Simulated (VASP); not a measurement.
# AsIr (Fd-3m) in VASP: a series of runs

AsIr is run at these levels: PBE; tasks: single point, relaxation of cell and atoms.

All numbers are computed with VASP 6.6.1; they aren't measurements. Logs are shortened: lines on timing, memory, paths and dates and some standing lists are left out, and cuts for length are marked.

**1. The cell of the first run**

Symmetry: Fd-3m, No. 227, cubic system. The conventional cell has a = 6.361 Å, b = 6.361 Å, c = 6.361 Å, α = 90.00°, β = 90.00°, γ = 90.00°. As (site symmetry -43m) has 4 As at 2.75 Å and 10 Ir at 2.75 to 3.18 Å within 3.6 Å. Ir (site symmetry -43m) has 10 As at 2.75 to 3.18 Å and 4 Ir at 2.75 Å within 3.6 Å.

**2. Single point, PBE**

INCAR reads:

```
SYSTEM = AsIr
PREC = Accurate
ENCUT = 520
EDIFF = 1E-6
ISMEAR = 0
SIGMA = 0.1
LREAL = .FALSE.
LASPH = .TRUE.
NELM = 100
ALGO = Normal
ISIF = 2
LWAVE = .FALSE.
LCHARG = .FALSE.
GGA = PE
NBANDS = 22
```

KPOINTS reads:

```
Automatic mesh
0
G
  12 12 12
  0 0 0
```

POSCAR reads:

```
AsIr
1.0
    0.0000000000      3.1802592123      3.1802592123
    3.1802592123      0.0000000000      3.1802592123
    3.1802592123      3.1802592123      0.0000000000
As Ir
2 2
Direct
    0.5000000000      0.5000000000      0.5000000000
    0.7500000000      0.7500000000      0.7500000000
    0.0000000000      0.0000000000      0.0000000000
    0.2500000000      0.2500000000      0.2500000000
```

Potentials or basis: VASP PAW PBE potentials, release 64 (As, Ir).

The run is started by

```console
> cat potpaw_PBE.64/As/POTCAR potpaw_PBE.64/Ir/POTCAR > POTCAR
> mpirun -np 1 vasp_std > vasp.out
```

OUTCAR:

```text
SYSTEM = AsIr
   PREC = Accurate
   ENCUT = 520
   EDIFF = 1E-6
   ISMEAR = 0
   LREAL = .FALSE.
   LASPH = .TRUE.
   NELM = 100
   ISIF = 2
   GGA = PE

 ion  position               nearest neighbor table
   1  0.500  0.500  0.500-   4 2.75   4 2.75   2 2.75   2 2.75   4 2.75   2 2.75   4 2.75   2 2.75

   2  0.750  0.750  0.750-   1 2.75   1 2.75   3 2.75   3 2.75   3 2.75   3 2.75   1 2.75   1 2.75

   3  0.000  0.000  0.000-   2 2.75   2 2.75   4 2.75   4 2.75   4 2.75   4 2.75   2 2.75   2 2.75

   4  0.250  0.250  0.250-   3 2.75   3 2.75   1 2.75   1 2.75   3 2.75   1 2.75   3 2.75   1 2.75

  LATTYP: Found a face centered cubic cell.
 ALAT       =     6.3605184246

  Lattice vectors:

 A1 = (   0.0000000000,   3.1802592123,   3.1802592123)
 A2 = (   3.1802592123,   0.0000000000,   3.1802592123)
 A3 = (   3.1802592123,   3.1802592123,   0.0000000000)

Analysis of symmetry for initial positions (statically):
=====================================================================
 Subroutine PRICEL returns:
 Original cell was already a primitive cell.

 Routine SETGRP: Setting up the symmetry group for a
 face centered cubic supercell.

 Subroutine GETGRP returns: Found 48 space group operations
 (whereof 24 operations were pure point group operations)
 out of a pool of 48 trial point group operations.

The static configuration has the point symmetry T_d .
 The point group associated with its full space group is O_h .

Analysis of symmetry for dynamics (positions and initial velocities):
=====================================================================
 Subroutine PRICEL returns:
 Original cell was already a primitive cell.

 Routine SETGRP: Setting up the symmetry group for a
 face centered cubic supercell.

 Subroutine GETGRP returns: Found 48 space group operations
 (whereof 24 operations were pure point group operations)
 out of a pool of 48 trial point group operations.

The dynamic configuration has the point symmetry T_d .
 The point group associated with its full space group is O_h .

 Subroutine INISYM returns: Found 48 space group operations
 (whereof 24 operations are pure point group operations),
 and found     1 'primitive' translations

----------------------------------------------------------------------------------------

                                     Primitive cell

  volume of cell :      64.3306

  direct lattice vectors                    reciprocal lattice vectors
     0.000000000  3.180259212  3.180259212    -0.157219889  0.157219889  0.157219889
     3.180259212  0.000000000  3.180259212     0.157219889 -0.157219889  0.157219889
     3.180259212  3.180259212  0.000000000     0.157219889  0.157219889 -0.157219889

  length of vectors
     4.497565710  4.497565710  4.497565710     0.272312836  0.272312836  0.272312836

  position of ions in fractional coordinates (direct lattice)
     0.500000000  0.500000000  0.500000000
     0.750000000  0.750000000  0.750000000
     0.000000000  0.000000000  0.000000000
     0.250000000  0.250000000  0.250000000

  ion indices of the primitive-cell ions
   primitive index   ion index
                 1           1
                 2           2
                 3           3
                 4           4

----------------------------------------------------------------------------------------

 KPOINTS: Automatic mesh

Automatic generation of k-mesh.
 Grid dimensions read from file:
 generate k-points for:   12   12   12

 Generating k-lattice:

  Cartesian coordinates                     Fractional coordinates (reciprocal lattice)
    -0.013101657  0.013101657  0.013101657     0.083333333  0.000000000  0.000000000
     0.013101657 -0.013101657  0.013101657     0.000000000  0.083333333  0.000000000
     0.013101657  0.013101657 -0.013101657     0.000000000  0.000000000  0.083333333

  Length of vectors
     0.022692736  0.022692736  0.022692736

  Shift w.r.t. Gamma in fractional coordinates (k-lattice)
     0.000000000  0.000000000  0.000000000

 Subroutine IBZKPT returns following result:
 ===========================================

 Found     72 irreducible k-points:

 Following reciprocal coordinates:
            Coordinates               Weight
  0.000000  0.000000  0.000000      1.000000
  0.083333  0.000000  0.000000      8.000000
  0.166667  0.000000  0.000000      8.000000
  0.250000  0.000000  0.000000      8.000000
  0.333333  0.000000  0.000000      8.000000
  0.416667  0.000000  0.000000      8.000000
[... 16 lines left out ...]
  0.500000  0.166667  0.000000     24.000000
 -0.416667  0.166667  0.000000     24.000000
 [... further k-points ...]
   k-points           NKPTS =     72   k-points in BZ     NKDIM =     72   number of bands    NBANDS=     22
   number of dos      NEDOS =    301   number of ions     NIONS =      4
   total plane-waves  NPLWV =  46656
   dimension x,y,z NGX =    36 NGY =   36 NGZ =   36
   dimension x,y,z NGXF=    72 NGYF=   72 NGZF=   72
   ions per type =               2   2
   NGX,Y,Z   is equivalent  to a cutoff of  13.31, 13.31, 13.31 a.u.
   NGXF,Y,Z  is equivalent  to a cutoff of  26.61, 26.61, 26.61 a.u.
 SYSTEM =  AsIr
   PREC   = accura    normal or accurate (medium, high low for compatibility)
   ISTART =      0    job   : 0-new  1-cont  2-samecut
   ICHARG =      2    charge: 1-file 2-atom 10-const
   ISPIN  =      1    spin polarized calculation?
   LNONCOLLINEAR =      F non collinear calculations
   LSORBIT =      F    spin-orbit coupling
   LASPH  =      T    aspherical Exc in radial PAW
   ENCUT  =  520.0 eV  38.22 Ry    6.18 a.u.   8.36  8.36  8.36*2*pi/ulx,y,z
   NELM   =    100;   NELMIN=  2; NELMDL= -5     # of ELM steps
   EDIFF  = 0.1E-05   stopping-criterion for ELM
   LREAL  =      F    real-space projection
   EDIFFG = 0.1E-04   stopping-criterion for IOM
   NSW    =      0    number of steps for IOM
   IBRION =     -1    ionic relax: 0-MD 1-quasi-New 2-CG
   NFREE  =      0    steps in history (QN), initial steepest desc. (CG)
   ISIF   =      2    stress and relaxation
   ISYM   =      2    0-nonsym 1-usesym 2-fastsym
   POTIM  = 0.5000    time-step for ionic-motion
   TEBEG  =    0.0;   TEEND  =   0.0 temperature during run
   PSTRESS=    0.0 pullay stress
   NELECT =      28.0000    total number of electrons
   NUPDOWN=      -1.0000    fix difference up-down
   EMIN   =  10.00;   EMAX   =-10.00  energy-range for DOS
   EFERMI =   0.00;   METHOD = LEGACY
   ISMEAR =     0;   SIGMA  =   0.10  broadening in eV -4-tet -1-fermi 0-gaus
   EFERMI_NEDOS =   21; number of points for ismear=-14 and -15
   IALGO  =     38    algorithm
   IMIX   =      4    mixing-type and parameters
     AMIX     =   0.40;   BMIX     =  1.00
     AMIX_MAG =   1.60;   BMIX_MAG =  1.00
  volume/ion in A,a.u.               =      16.08       108.53
  Fermi-wavevector in a.u.,A,eV,Ry     =   1.240666  2.344519 20.942807  1.539253
  Thomas-Fermi vector in A             =   2.375097
   LORBIT       =      0    0 simple, 1 ext, 2 COOP (PROOUT), +10 PAW based schemes
   GGA     = PE    functional components
   LHFCALC =     F    Hartree Fock is set to
   AEXX    =    0.0000 exact exchange contribution
   IVDW    =     0    specifies the selected vdW correction
   LEPSILON=     F    determine dielectric tensor
   LRPA    =     F    only Hartree local field effects (RPA)
 non-spin polarized calculation
 Gauss-broadening in eV      SIGMA  =   0.10
  energy-cutoff  :      520.00
  volume of cell :       64.33
 maximum number of plane-waves:      1762
 NGX is ok and might be reduce to    36
   NGX = 17   NGY = 17   NGZ = 17

 number of electron      28.0000002 magnetization

 Free energy of the ion-electron system (eV)
  ---------------------------------------------------
  ext. energy  EPLUGINS =         0.00000000
  ---------------------------------------------------
  free energy    TOTEN  =       -24.74301148 eV

  energy without entropy =      -24.72642546  energy(sigma->0) =      -24.73471847

 E-fermi :   8.4217     XC(G=0): -12.3608

 val. band max:        8.4204102763   @ k =   0.4167   0.2500   0.0000
 cond. band min:       8.4263174134   @ k =   0.4167   0.3333   0.0000
 fundamental gap:      0.0059071372
 Fermi energy:         8.4216757784

 k-point     1 :       0.0000    0.0000    0.0000
  band No.  band energies     occupation
      1      -6.4341      2.00000
      2       0.7046      2.00000
      3       3.1075      2.00000
      4       3.1075      2.00000
      5       3.1075      2.00000
      6       4.2459      2.00000
[... 14 lines left out ...]
     21      14.3338      0.00000
     22      14.3338      0.00000

 k-point     2 :       0.0833    0.0000    0.0000
  band No.  band energies     occupation
      1      -6.3639      2.00000
      2       0.4045      2.00000
      3       2.9878      2.00000
      4       2.9878      2.00000
      5       3.3344      2.00000
      6       4.0231      2.00000
[... 14 lines left out ...]
     21      14.3584      0.00000
     22      14.5447      0.00000

 k-point     3 :       0.1667    0.0000    0.0000
  band No.  band energies     occupation
      1      -6.1578      2.00000
      2      -0.2492      2.00000
      3       2.7491      2.00000
      4       2.7491      2.00000
      5       3.0643      2.00000
      6       4.3037      2.00000
[... 14 lines left out ...]
     21      14.4415      0.00000
     22      14.8450      0.00000

 k-point     4 :       0.2500    0.0000    0.0000
  band No.  band energies     occupation
      1      -5.8316      2.00000
      2      -1.0197      2.00000
      3       2.5166      2.00000
      4       2.5166      2.00000
      5       2.6431      2.00000
      6       4.3128      2.00000
[... 14 lines left out ...]
     21      14.6123      0.00000
     22      15.2100      0.00000

 k-point     5 :       0.3333    0.0000    0.0000
  band No.  band energies     occupation
      1      -5.4190      2.00000
      2      -1.7936      2.00000
      3       2.3368      2.00000
      4       2.3368      2.00000
      5       2.4700      2.00000
      6       4.3046      2.00000
[... 14 lines left out ...]
     21      14.9164      0.00000
     22      15.1876      0.00000

 k-point     6 :       0.4167    0.0000    0.0000
  band No.  band energies     occupation
      1      -5.0019      2.00000
      2      -2.4439      2.00000
      3       2.2257      2.00000
      4       2.2257      2.00000
      5       2.5066      2.00000
      6       4.2891      2.00000
[... 14 lines left out ...]
     21      15.3800      0.00000
     22      15.3800      0.00000

 k-point     7 :       0.5000    0.0000    0.0000
  band No.  band energies     occupation
      1      -4.7941      2.00000
      2      -2.7319      2.00000
      3       2.1883      2.00000
      4       2.1883      2.00000
      5       2.5702      2.00000
      6       4.2816      2.00000
[... 324 lines left out ...]
      6       3.8890      2.00000
[... 14 lines left out ...]
     21      16.4953      0.00000
     22      16.7692      0.00000

 k-point    21 :       0.3333    0.1667    0.0000
  band No.  band energies     occupation
      1      -5.4787      2.00000
      2      -1.6303      2.00000
      3       1.7767      2.00000
      4       2.6587      2.00000
      5       3.2851      2.00000
      6       4.2281      2.00000
[... 14 lines left out ...]
     21      16.1594      0.00000
     22      16.7704      0.00000

 k-point    22 :       0.4167    0.1667    0.0000
  band No.  band energies     occupation
      1      -5.0684      2.00000
      2      -2.2287      2.00000
      3       1.4002      2.00000
      4       2.4581      2.00000
      5       3.4013      2.00000
      6       4.4058      2.00000
[... 14 lines left out ...]
     21      15.1813      0.00000
     22      16.5179      0.00000

 k-point    23 :       0.5000    0.1667    0.0000
  band No.  band energies     occupation
      1      -4.7056      2.00000
      2      -2.6974      2.00000
      3       1.1982      2.00000
      4       2.3047      2.00000
      5       3.6804      2.00000
      6       4.4595      2.00000
[... 14 lines left out ...]
     21      14.6758      0.00000
     22      15.6289      0.00000

 k-point    24 :      -0.4167    0.1667    0.0000
  band No.  band energies     occupation
      1      -4.6409      2.00000
      2      -2.7665      2.00000
      3       1.1132      2.00000
      4       2.2125      2.00000
      5       3.9831      2.00000
      6       4.3343      2.00000
[... 14 lines left out ...]
     21      14.5597      0.00000
     22      15.5562      0.00000

 [... further k-points ...]
[... 5 lines left out ...]
  --------------------------------------------------------------------------------------
  -------------------------------------------------------------------------------------
  Total        0.1441449      0.1441449      0.1441449      0.0000000      0.0000000      0.0000000
  in kB        3.5899811      3.5899811      3.5899811      0.0000000      0.0000000      0.0000000
  external PRESSURE =       3.5899811 kB  Pullay stress =       0.0000000 kB

 VOLUME and BASIS-vectors are now :
 -----------------------------------------------------------------------------
  energy-cutoff  :      520.00
  volume of cell :       64.33
      direct lattice vectors                 reciprocal lattice vectors
     0.000000000  3.180259212  3.180259212    -0.157219889  0.157219889  0.157219889
     3.180259212  0.000000000  3.180259212     0.157219889 -0.157219889  0.157219889
     3.180259212  3.180259212  0.000000000     0.157219889  0.157219889 -0.157219889

 POSITION                                       TOTAL-FORCE (eV/Angst)
 -----------------------------------------------------------------------------------
      3.18026      3.18026      3.18026         0.000000      0.000000      0.000000
      4.77039      4.77039      4.77039        -0.000000     -0.000000     -0.000000
      0.00000      0.00000      0.00000        -0.000000     -0.000000     -0.000000
      1.59013      1.59013      1.59013         0.000000      0.000000      0.000000
 -----------------------------------------------------------------------------------
    total drift:                                0.000000      0.000000     -0.000000

  FREE ENERGIE OF THE ION-ELECTRON SYSTEM (eV)
  ---------------------------------------------------
  free  energy   TOTEN  =       -24.7430114800 eV

  energy  without entropy=      -24.7264254570  energy(sigma->0) =      -24.73471847
```

Run time: 2.3 min. Hardware: 1 thread of Oxide Virtual Turin-like, shared host; peak memory 0.23 GiB.

What came out:

* Free energy: -24.7430 eV
* Pressure: 0.4 GPa
* Band gap on the k mesh: zero (band 14 reaches 9.34 eV, above the bottom of band 15 at 8.16 eV)

Caveat: spin-orbit coupling is left out, which moves the levels of the heavy elements.

**3. Relaxation of cell and atoms, PBE**

INCAR reads:

```
PREC = Accurate
ENCUT = 600
EDIFF = 1E-6
ISMEAR = 0
SIGMA = 0.1
LREAL = F
LASPH = T
NELM = 80
ALGO = Normal
ISIF = 3
LWAVE = F
LCHARG = F
GGA = PE
IBRION = 2
NSW = 100
EDIFFG = -0.01
```

KPOINTS reads:

```
Automatic mesh
0
Gamma
  12 12 12
```

POSCAR reads:

```
AsIr
1.0
    0.0000000000      3.1816668054      3.1816668054
    3.1816668054      0.0000000000      3.1816668054
    3.1816668054      3.1816668054      0.0000000000
As Ir
2 2
Direct
    0.5000000000      0.5000000000      0.5000000000
    0.7500000000      0.7500000000      0.7500000000
    0.0000000000      0.0000000000      0.0000000000
    0.2500000000      0.2500000000      0.2500000000
```

Potentials or basis: VASP PAW PBE potentials, release 64 (As, Ir).

The run is started by

```console
> cat potpaw_PBE.64/As/POTCAR potpaw_PBE.64/Ir/POTCAR > POTCAR
> mpirun -np 1 vasp_std > vasp.out
```

OUTCAR:

```text
PREC = Accurate
   ENCUT = 600
   EDIFF = 1E-6
   ISMEAR = 0
   LREAL = F
   LASPH = T
   NELM = 80
   ISIF = 3
   GGA = PE
   IBRION = 2
   NSW = 100
   EDIFFG = -0.01

 ion  position               nearest neighbor table
   1  0.500  0.500  0.500-   2 2.76   4 2.76   4 2.76   4 2.76   4 2.76   2 2.76   2 2.76   2 2.76

   2  0.750  0.750  0.750-   1 2.76   3 2.76   1 2.76   1 2.76   1 2.76   3 2.76   3 2.76   3 2.76

   3  0.000  0.000  0.000-   2 2.76   4 2.76   2 2.76   2 2.76   2 2.76   4 2.76   4 2.76   4 2.76

   4  0.250  0.250  0.250-   1 2.76   3 2.76   3 2.76   3 2.76   3 2.76   1 2.76   1 2.76   1 2.76

  LATTYP: Found a face centered cubic cell.
 ALAT       =     6.3633336108

  Lattice vectors:

 A1 = (   0.0000000000,   3.1816668054,   3.1816668054)
 A2 = (   3.1816668054,   0.0000000000,   3.1816668054)
 A3 = (   3.1816668054,   3.1816668054,   0.0000000000)

Analysis of symmetry for initial positions (statically):
[... 260 lines left out ...]
  ext. energy  EPLUGINS =         0.00000000
  ---------------------------------------------------
  free energy    TOTEN  =       -24.74346773 eV

  energy without entropy =      -24.72681547  energy(sigma->0) =      -24.73514160

 E-fermi :   8.3923     XC(G=0): -12.3501

 val. band max:        8.3903059884   @ k =   0.4167   0.2500   0.0000
 cond. band min:       8.3962071354   @ k =   0.4167   0.3333   0.0000
 fundamental gap:      0.0059011470
 Fermi energy:         8.3922559969

 k-point     1 :       0.0000    0.0000    0.0000
  band No.  band energies     occupation
      1      -6.4433      2.00000
      2       0.6710      2.00000
      3       3.0931      2.00000
      4       3.0931      2.00000
      5       3.0931      2.00000
      6       4.2310      2.00000
[... 481 lines left out ...]
      5       3.9618      2.00000
      6       4.3165      2.00000
[... 10 lines left out ...]
     17      10.8272      0.00000
     18      10.8929      0.00000

 [... further k-points ...]
[... 5 lines left out ...]
  --------------------------------------------------------------------------------------
  -------------------------------------------------------------------------------------
  Total        0.0089266      0.0089266      0.0089266      0.0000000     -0.0000000      0.0000000
  in kB        0.2218628      0.2218628      0.2218628      0.0000000     -0.0000000      0.0000000
  external PRESSURE =       0.2218628 kB  Pullay stress =       0.0000000 kB
[... 19 lines left out ...]
  FREE ENERGIE OF THE ION-ELECTRON SYSTEM (eV)
  ---------------------------------------------------
  free  energy   TOTEN  =       -24.7434677256 eV

  energy  without entropy=      -24.7268154742  energy(sigma->0) =      -24.73514160

 reached required accuracy - stopping structural energy minimisation
```

OSZICAR:

```text
N       E                     dE             d eps       ncg     rms          rms(c)
DAV:   1     0.242914362906E+03    0.24291E+03   -0.13382E+04  2592   0.162E+03
DAV:   2    -0.534854607030E+01   -0.24826E+03   -0.24121E+03  2592   0.399E+02
[... 19 lines left out ...]
   2 F= -.24743363E+02 E0= -.24735009E+02  d E =0.860726E-04
       N       E                     dE             d eps       ncg     rms          rms(c)
DAV:   1    -0.247439981114E+02   -0.63505E-03   -0.13985E-02  2720   0.143E+00    0.158E-01
DAV:   2    -0.247436248692E+02    0.37324E-03   -0.46689E-03  3514   0.629E-01    0.863E-02
DAV:   3    -0.247434793282E+02    0.14554E-03   -0.69994E-04  3742   0.224E-01    0.361E-02
DAV:   4    -0.247434675344E+02    0.11794E-04   -0.10099E-04  2910   0.702E-02    0.856E-03
DAV:   5    -0.247434677256E+02   -0.19113E-06   -0.71110E-06  3068   0.196E-02
   3 F= -.24743468E+02 E0= -.24735142E+02  d E =-.189704E-04
```

Run time: 4.9 min. Hardware: 1 thread of Oxide Virtual Turin-like, shared host; peak memory 0.24 GiB.

Results:

```yaml
Free_energy: -24.7435 eV
Relaxed_volume: 16.12 Å³/atom
Relaxed_cell: a = 4.501 Å, b = 4.501 Å, c = 4.501 Å, α = 60.00°, β = 60.00°, γ = 60.00°
Space_group_after_relaxing_to_0.05_Å: Fd-3m (No. 227)
Energy_gained_by_relaxing: 0.0 meV/atom
Ionic_steps: 3
Pressure_after_relaxing: 0.0 GPa
Band_gap_on_the_k_mesh: zero (band 14 reaches 9.31 eV, above the bottom of band 15 at 8.13 eV)
```

Final structure:
```
As Ir
1.0
     0.00000    3.18244    3.18244
     3.18244    0.00000    3.18244
     3.18244    3.18244    0.00000
As Ir
2 2
Direct
  0.50000 0.50000 0.50000
  0.75000 0.75000 0.75000
  0.00000 0.00000 0.00000
  0.25000 0.25000 0.25000
```

Caveat: spin-orbit coupling is left out, which moves the levels of the heavy elements.
